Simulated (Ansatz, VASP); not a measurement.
**Li5Mg11 in VASP and in Ansatz**

```
Mg Li
1.0
     6.98742    0.15211    0.14328
     0.15211    7.26210   -0.08411
     0.14328   -0.08411    7.11090
Mg Li
11 5
Direct
  0.49785 0.80638 0.19149
  0.73668 0.39272 0.15582
  0.94790 0.68470 0.76885
  0.04369 0.22391 0.84346
  0.12461 0.91191 0.49330
  0.35350 0.56380 0.92610
  0.28440 0.17732 0.20022
  0.89299 0.77911 0.12870
  0.69637 0.80658 0.54351
  0.32723 0.54133 0.44455
  0.41062 0.15106 0.53993
  0.74259 0.00765 0.87556
  0.35743 0.92158 0.83799
  0.68910 0.37660 0.72244
  0.82727 0.08986 0.34799
  0.91223 0.45629 0.47640
```

Alike in both runs: task single point; functional PBE; k mesh 3 × 3 × 3; occupations fermi-dirac, width 0.0974 eV; no spin polarisation.

```csv
,VASP,Ansatz
version,VASP 6.6.1,Ansatz 0.2.0
potentials or method,"VASP PAW PBE potentials, release 64 (Mg, Li_sv), cutoff 520 eV","scalar-relativistic, plane waves, PAW"
valence electrons in the cell,37,125
```

```csv
,VASP,Ansatz,Ansatz less VASP
gap on the k mesh at the Fermi level (eV),none,none,-
rms of the force components (eV/Å),0.553,0.550,-0.0022
```

Atom by atom the forces differ by 0.003 eV/Å (rms over components). A gap of «none» marks a metal or a gap that the smearing closes. With one functional, cell and mesh, what is left measures potentials, basis and numerics. VASP's potentials hold 37 valence electrons a cell and Ansatz's 125, so a difference there can come from the potentials and not from the codes.

Noted on VASP's run: the cutoff is under 1.25 times that of the potentials, so the pressure is a little rough.
